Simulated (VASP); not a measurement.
# Li2H (P1) in VASP: relaxation of cell and atoms with PBE

Aim: the relaxation of cell and atoms of Li2H with PBE.

All numbers are computed with VASP 6.6.1; they aren't measurements. Logs are shortened: lines on timing, memory, paths and dates and some standing lists are left out, and cuts for length are marked.

### 1 The cell of the first run

The typed cell holds 6 atoms: a = 2.792 Å, b = 4.789 Å, c = 5.145 Å, α = 91.96°, β = 91.08°, γ = 87.47°.

### 2 Relaxation of cell and atoms, PBE

INCAR

```
SYSTEM = Li2H
PREC     = Accurate       ! precision mode
ENCUT    = 600            ! plane-wave cutoff, eV
EDIFF    = 1E-6           ! SCF threshold, eV
ISMEAR   = 0              ! smearing method
SIGMA    = 0.2            ! smearing width, eV
LREAL    = .FALSE.        ! projectors in reciprocal space
LASPH    = .TRUE.         ! aspherical terms in the spheres
NELM     = 100            ! most SCF steps
ALGO     = Normal         ! electronic algorithm
ISIF     = 3              ! what is computed and relaxed
LWAVE    = .FALSE.        ! write WAVECAR
LCHARG   = .FALSE.        ! write CHGCAR
GGA      = PE             ! functional
IBRION   = 2              ! ionic algorithm
NSW      = 80             ! ionic steps
EDIFFG   = -0.025         ! ionic threshold
```

KPOINTS

```
Automatic mesh
0
G
  8 4 4
  0 0 0
```

POSCAR

```
Li2H
1.0
    1.3427231275     -2.4477516090      0.0255550698
   -4.0928364403     -2.4850872668      0.0812463381
    0.0518554777      0.0848908347     -5.1439954751
Li H
4 2
Direct
   -0.0448490676      0.6561203572      0.2233192919
    0.5229759440      0.1581449994      0.2469665192
    0.0477906217      0.6566536498      0.7378609382
    0.4613069960      0.2076591845      0.7911073755
    0.0288995543      0.9920094671     -0.0060593099
    0.4838759517      0.4960790085      0.0068051850
```

Potentials or basis: VASP PAW PBE potentials, release 64 (Li_sv, H).

Started as:

```console
$ cat potpaw_PBE.64/Li_sv/POTCAR potpaw_PBE.64/H/POTCAR > POTCAR
$ mpirun -np 1 vasp_std > vasp.out
```

OUTCAR:

```text
SYSTEM = Li2H
   PREC = Accurate
   ENCUT = 600
   EDIFF = 1E-6
   ISMEAR = 0
   LREAL = .FALSE.
   LASPH = .TRUE.
   NELM = 100
   ISIF = 3
   GGA = PE
   IBRION = 2
   NSW = 80
   EDIFFG = -0.025

 ion  position               nearest neighbor table
   1  0.955  0.656  0.223-   3 2.52
   2  0.523  0.158  0.247-   4 2.37
   3  0.048  0.657  0.738-   4 2.42   1 2.52
   4  0.461  0.208  0.791-   6 1.74   2 2.37   3 2.42
   5  0.029  0.992  0.994-
   6  0.484  0.496  0.007-   4 1.74

  LATTYP: Found a triclinic cell.
 ALAT       =    11.4969744304
 B/A-ratio  =     1.0003058443
 C/A-ratio  =     1.0044023053
 COS(alpha) =     0.0022873547
 COS(beta)  =     0.6162902617
 COS(gamma) =     0.7876412523

  Lattice vectors:

 A1 = (  -4.1965473957,  -2.6548689362,  10.3692372883)
 A2 = (  -6.8948052308,  -7.5028169773,   5.3320432211)
 A3 = (   2.6464023574,   4.7630572064,  10.1811895423)

Analysis of symmetry for initial positions (statically):
=====================================================================
 Subroutine PRICEL returns:
 Original cell was already a primitive cell.

 Routine SETGRP: Setting up the symmetry group for a
 triclinic supercell.

 Subroutine GETGRP returns: Found  1 space group operations
 (whereof  1 operations were pure point group operations)
 out of a pool of  2 trial point group operations.

The static configuration has the point symmetry C_1 .

Analysis of symmetry for dynamics (positions and initial velocities):
=====================================================================
 Subroutine PRICEL returns:
 Original cell was already a primitive cell.

 Routine SETGRP: Setting up the symmetry group for a
 triclinic supercell.

 Subroutine GETGRP returns: Found  1 space group operations
 (whereof  1 operations were pure point group operations)
 out of a pool of  2 trial point group operations.

The dynamic configuration has the point symmetry C_1 .

 Subroutine INISYM returns: Found  1 space group operations
 (whereof  1 operations are pure point group operations),
 and found     1 'primitive' translations

----------------------------------------------------------------------------------------

                                     Primitive cell

  volume of cell :      68.6731

  direct lattice vectors                    reciprocal lattice vectors
     1.342723128 -2.447751609  0.025555070     0.186046471 -0.306514941 -0.003182892
    -4.092836440 -2.485087267  0.081246338    -0.183318666 -0.100596752 -0.003508133
     0.051855478  0.084890835 -5.143995475    -0.001971141 -0.003111614 -0.194472636

  length of vectors
     2.791961031  4.788900690  5.144957229     0.358573325  0.209135714  0.194507516

  position of ions in fractional coordinates (direct lattice)
     0.955150932  0.656120357  0.223319292
     0.522975944  0.158144999  0.246966519
     0.047790622  0.656653650  0.737860938
     0.461306996  0.207659185  0.791107375
     0.028899554  0.992009467  0.993940690
     0.483875952  0.496079008  0.006805185

  ion indices of the primitive-cell ions
   primitive index   ion index
                 1           1
                 2           2
                 3           3
                 4           4
                 5           5
                 6           6

----------------------------------------------------------------------------------------

 KPOINTS: Automatic mesh

Automatic generation of k-mesh.
 Grid dimensions read from file:
 generate k-points for:    8    4    4

 Generating k-lattice:

  Cartesian coordinates                     Fractional coordinates (reciprocal lattice)
     0.023255809 -0.038314368 -0.000397861     0.125000000  0.000000000  0.000000000
    -0.045829666 -0.025149188 -0.000877033     0.000000000  0.250000000  0.000000000
    -0.000492785 -0.000777904 -0.048618159     0.000000000  0.000000000  0.250000000

  Length of vectors
     0.044821666  0.052283928  0.048626879

  Shift w.r.t. Gamma in fractional coordinates (k-lattice)
     0.000000000  0.000000000  0.000000000

 Subroutine IBZKPT returns following result:
 ===========================================

 Found     68 irreducible k-points:

 Following reciprocal coordinates:
            Coordinates               Weight
  0.000000  0.000000  0.000000      1.000000
  0.125000  0.000000  0.000000      2.000000
  0.250000  0.000000  0.000000      2.000000
  0.375000  0.000000  0.000000      2.000000
  0.500000  0.000000  0.000000      1.000000
  0.000000  0.250000  0.000000      2.000000
[... 16 lines left out ...]
  0.500000  0.000000  0.250000      2.000000
 -0.375000  0.000000  0.250000      2.000000
 [... further k-points ...]
   k-points           NKPTS =     68   k-points in BZ     NKDIM =     68   number of bands    NBANDS=     11
   number of dos      NEDOS =    301   number of ions     NIONS =      6
   total plane-waves  NPLWV =  40320
   dimension x,y,z NGX =    24 NGY =   40 NGZ =   42
   dimension x,y,z NGXF=    48 NGYF=   80 NGZF=   84
   ions per type =               4   2
   NGX,Y,Z   is equivalent  to a cutoff of  14.29, 13.89, 13.57 a.u.
   NGXF,Y,Z  is equivalent  to a cutoff of  28.58, 27.77, 27.14 a.u.
 SYSTEM =  Li2H
   PREC   = accura    normal or accurate (medium, high low for compatibility)
   ISTART =      0    job   : 0-new  1-cont  2-samecut
   ICHARG =      2    charge: 1-file 2-atom 10-const
   ISPIN  =      1    spin polarized calculation?
   LNONCOLLINEAR =      F non collinear calculations
   LSORBIT =      F    spin-orbit coupling
   LASPH  =      T    aspherical Exc in radial PAW
   ENCUT  =  600.0 eV  44.10 Ry    6.64 a.u.   5.58  9.56 10.28*2*pi/ulx,y,z
   NELM   =    100;   NELMIN=  2; NELMDL= -5     # of ELM steps
   EDIFF  = 0.1E-05   stopping-criterion for ELM
   LREAL  =      F    real-space projection
   EDIFFG = -.3E-01   stopping-criterion for IOM
   NSW    =     80    number of steps for IOM
   IBRION =      2    ionic relax: 0-MD 1-quasi-New 2-CG
   NFREE  =      1    steps in history (QN), initial steepest desc. (CG)
   ISIF   =      3    stress and relaxation
   ISYM   =      2    0-nonsym 1-usesym 2-fastsym
   POTIM  = 0.5000    time-step for ionic-motion
   TEBEG  =    0.0;   TEEND  =   0.0 temperature during run
   PSTRESS=    0.0 pullay stress
   NELECT =      14.0000    total number of electrons
   NUPDOWN=      -1.0000    fix difference up-down
   EMIN   =  10.00;   EMAX   =-10.00  energy-range for DOS
   EFERMI =   0.00;   METHOD = LEGACY
   ISMEAR =     0;   SIGMA  =   0.20  broadening in eV -4-tet -1-fermi 0-gaus
   EFERMI_NEDOS =   21; number of points for ismear=-14 and -15
   IALGO  =     38    algorithm
   IMIX   =      4    mixing-type and parameters
     AMIX     =   0.40;   BMIX     =  1.00
     AMIX_MAG =   1.60;   BMIX_MAG =  1.00
  volume/ion in A,a.u.               =      11.45        77.24
  Fermi-wavevector in a.u.,A,eV,Ry     =   0.963508  1.820766 12.630940  0.928348
  Thomas-Fermi vector in A             =   2.093060
   LORBIT       =      0    0 simple, 1 ext, 2 COOP (PROOUT), +10 PAW based schemes
   GGA     = PE    functional components
   LHFCALC =     F    Hartree Fock is set to
   AEXX    =    0.0000 exact exchange contribution
   IVDW    =     0    specifies the selected vdW correction
   LEPSILON=     F    determine dielectric tensor
   LRPA    =     F    only Hartree local field effects (RPA)
 conjugate gradient relaxation of ions
 non-spin polarized calculation
 Gauss-broadening in eV      SIGMA  =   0.20
  energy-cutoff  :      600.00
  volume of cell :       68.67
 maximum number of plane-waves:      2313
 NGX is ok and might be reduce to    24
   NGX = 11   NGY = 19   NGZ = 21

--------------------------------------- Ionic step        1  -------------------------------------------

 number of electron      14.0000013 magnetization

 Free energy of the ion-electron system (eV)
  ---------------------------------------------------
  ext. energy  EPLUGINS =         0.00000000
  ---------------------------------------------------
  free energy    TOTEN  =       -15.32423175 eV

  energy without entropy =      -15.30944287  energy(sigma->0) =      -15.31683731

------------------------ aborting loop because EDIFF is reached ----------------------------------------

  FORCE on cell =-STRESS in cart. coord.  units (eV):
  Direction    XX          YY          ZZ          XY          YZ          ZX
  --------------------------------------------------------------------------------------
  -------------------------------------------------------------------------------------
  Total        0.9908154     -0.1610799      0.7311721      0.1075625      0.1442662      0.0411200
  in kB       23.1162267     -3.7580762     17.0586151      2.5094871      3.3658035      0.9593513
  external PRESSURE =      12.1389218 kB  Pullay stress =       0.0000000 kB
[... 101 lines left out ...]
  FREE ENERGIE OF THE ION-ELECTRON SYSTEM (eV)
  ---------------------------------------------------
  free  energy   TOTEN  =       -15.4532194449 eV

  energy  without entropy=      -15.4376953220  energy(sigma->0) =      -15.44545738

[... ionic steps 4 to 45 ...]

--------------------------------------- Ionic step       46  -------------------------------------------

 number of electron      14.0000007 magnetization

------------------------ aborting loop because EDIFF is reached ----------------------------------------

  FORCE on cell =-STRESS in cart. coord.  units (eV):
  Direction    XX          YY          ZZ          XY          YZ          ZX
  --------------------------------------------------------------------------------------
  -------------------------------------------------------------------------------------
  Total       -0.0130430      0.0050962      0.0053120      0.0318729     -0.0011230     -0.0062646
  in kB       -0.2987034      0.1167115      0.1216525      0.7299358     -0.0257178     -0.1434686
  external PRESSURE =      -0.0201131 kB  Pullay stress =       0.0000000 kB
[... 65 lines left out ...]
  energy  without entropy=      -15.5389031389  energy(sigma->0) =      -15.54887659

--------------------------------------- Ionic step       48  -------------------------------------------

 number of electron      14.0000005 magnetization

 Free energy of the ion-electron system (eV)
  ---------------------------------------------------
  ext. energy  EPLUGINS =         0.00000000
  ---------------------------------------------------
  free energy    TOTEN  =       -15.55940356 eV

  energy without entropy =      -15.53957522  energy(sigma->0) =      -15.54948939

 E-fermi :   1.8660     XC(G=0):  -7.8307

 val. band max:        1.8651772197   @ k =   0.2500   0.5000  -0.0000
 cond. band min:       1.8672225279   @ k =  -0.3750   0.2500   0.0000
 fundamental gap:      0.0020453082
 Fermi energy:         1.8660158745

 k-point     1 :       0.0000    0.0000    0.0000
  band No.  band energies     occupation
      1     -45.0598      2.00000
      2     -45.0382      2.00000
      3     -44.9418      2.00000
      4     -44.9249      2.00000
      5      -5.2647      2.00000
      6      -2.3379      2.00000
      7      -0.3385      2.00000
      8       2.3576      0.00051
      9       3.4225      0.00000
     10       4.8339      0.00000
     11       6.2795      0.00000
[... 309 lines left out ...]
 k-point    24 :      -0.3750    0.0000    0.2500
  band No.  band energies     occupation
      1     -45.0411      2.00000
      2     -45.0227      2.00000
      3     -44.9298      2.00000
      4     -44.9132      2.00000
      5      -3.3815      2.00000
      6      -1.6575      2.00000
      7       0.8294      2.00000
      8       3.5105      0.00000
      9       5.1929      0.00000
     10       5.5489      0.00000
     11       6.2851      0.00000

 [... further k-points ...]

------------------------ aborting loop because EDIFF is reached ----------------------------------------

  FORCE on cell =-STRESS in cart. coord.  units (eV):
  Direction    XX          YY          ZZ          XY          YZ          ZX
  --------------------------------------------------------------------------------------
  -------------------------------------------------------------------------------------
  Total       -0.0112664      0.0040748      0.0291720      0.0124004      0.0009855     -0.0053550
  in kB       -0.2582074      0.0933884      0.6685746      0.2841972      0.0225865     -0.1227290
  external PRESSURE =       0.1679185 kB  Pullay stress =       0.0000000 kB
[... 21 lines left out ...]
  FREE ENERGIE OF THE ION-ELECTRON SYSTEM (eV)
  ---------------------------------------------------
  free  energy   TOTEN  =       -15.5594035644 eV

  energy  without entropy=      -15.5395752215  energy(sigma->0) =      -15.54948939

 reached required accuracy - stopping structural energy minimisation
```

Wall time 24 min (1 thread of Oxide Virtual Turin-like, shared host); peak memory 0.18 GiB.

Results:

```
Free energy                           : -15.5594 eV
Relaxed volume                        : 11.65 Å³/atom
Relaxed cell                          : a = 2.791 Å, b = 4.858 Å, c = 5.341 Å, α = 86.39°, β = 75.30°, γ = 89.90°
Space group after relaxing (to 0.1 Å) : Cm (No. 8)
Energy gained by relaxing             : 39.2 meV/atom
Ionic steps                           : 48
Pressure after relaxing               : 0.0 GPa
Largest force after relaxing          : 0.023 eV/Å
Band gap on the k mesh                : zero (bands 7 and 8 overlap by 3.12 eV)
```

Forces on the atoms (eV/Å):
```
Li  -0.020  0.000  0.008
Li  -0.016 -0.014 -0.009
Li   0.015  0.007 -0.006
Li   0.004  0.006 -0.007
H    0.012  0.008  0.011
H    0.005 -0.007  0.003
```

The path:
```tsv
step	energy change (eV)	largest force (eV/Å)	pressure (GPa)	volume (Å³)
1	0.0000	0.9374	1.21	68.67
3	-0.1290	0.1670	-0.23	71.33
5	-0.1391	0.1155	-0.25	71.34
7	-0.1513	0.0881	0.06	70.40
9	-0.1581	0.0666	0.05	70.24
11	-0.1633	0.0488	-0.02	70.40
13	-0.1676	0.0316	-0.01	70.40
15	-0.1707	0.0496	0.00	70.44
17	-0.1742	0.0883	0.11	70.27
19	-0.1797	0.0950	0.14	70.35
21	-0.1847	0.0944	-0.08	70.91
23	-0.1933	0.0776	0.09	70.51
25	-0.1974	0.0544	0.03	70.60
27	-0.2006	0.0309	-0.07	70.81
29	-0.2008	0.0452	-0.09	70.89
31	-0.2040	0.0576	0.11	70.27
33	-0.2083	0.0510	0.07	70.25
35	-0.2119	0.1031	0.03	70.17
37	-0.2170	0.1180	0.00	70.17
39	-0.2232	0.1126	-0.02	70.09
41	-0.2271	0.0629	0.05	70.02
43	-0.2314	0.0558	-0.03	70.16
45	-0.2331	0.0452	-0.04	70.13
47	-0.2346	0.0285	0.00	69.93
48	-0.2352	0.0232	0.02	69.91
```

Final structure:
```yaml
crystal:
  lattice:
    - [1.39994, -2.38778, -0.35964]
    - [-4.19479, -2.44617, -0.15645]
    - [0.19844, -0.67036, -5.29484]
  atoms:
    - { symbol: Li, position: [0.89945, 0.64542, 0.20523] }
    - { symbol: Li, position: [0.35967, 0.13673, 0.28148] }
    - { symbol: Li, position: [0.13815, 0.68067, 0.71871] }
    - { symbol: Li, position: [0.60325, 0.18135, 0.79397] }
    - { symbol: H, position: [0.99012, 0.01002, 0.02131] }
    - { symbol: H, position: [0.50937, 0.51247, 0.97930] }
```

Levels at points of the mesh, in eV from the Fermi level:
| k point | band 3 | band 4 | band 5 | band 6 | band 7 | band 8 | band 9 | band 10 | band 11 |
| --- | --- | --- | --- | --- | --- | --- | --- | --- | --- |
| (0.00, 0.00, 0.00) | -46.81 | -46.79 | -7.13 | -4.20 | -2.20 | 0.49 | 1.56 | 2.97 | 4.41 |
| (0.50, 0.00, 0.00) | -46.79 | -46.78 | -4.26 | -4.20 | 0.70 | 1.14 | 2.61 | 3.04 | 4.32 |
| (0.00, 0.50, 0.00) | -46.81 | -46.79 | -6.08 | -6.05 | -1.03 | -0.86 | 2.23 | 2.54 | 6.09 |
| (0.50, 0.50, 0.00) | -46.79 | -46.78 | -4.19 | -4.14 | 1.07 | 1.28 | 1.59 | 1.75 | 3.80 |
| (0.00, 0.00, 0.50) | -46.81 | -46.79 | -7.01 | -4.09 | -3.04 | 0.72 | 1.31 | 3.27 | 5.72 |
| (0.50, 0.00, 0.50) | -46.79 | -46.78 | -4.26 | -4.19 | 0.65 | 1.10 | 2.63 | 3.02 | 4.42 |
| (0.00, 0.50, 0.50) | -46.81 | -46.79 | -5.95 | -5.92 | -1.93 | -1.89 | 4.87 | 5.20 | 6.29 |
| (0.50, 0.50, 0.50) | -46.79 | -46.78 | -4.20 | -4.13 | 1.08 | 1.28 | 1.58 | 1.66 | 3.78 |

Caveat: the cutoff is under 1.25 times the usual one of these potentials, so pressure, stress and relaxed cells hold a basis-set (Pulay) error.
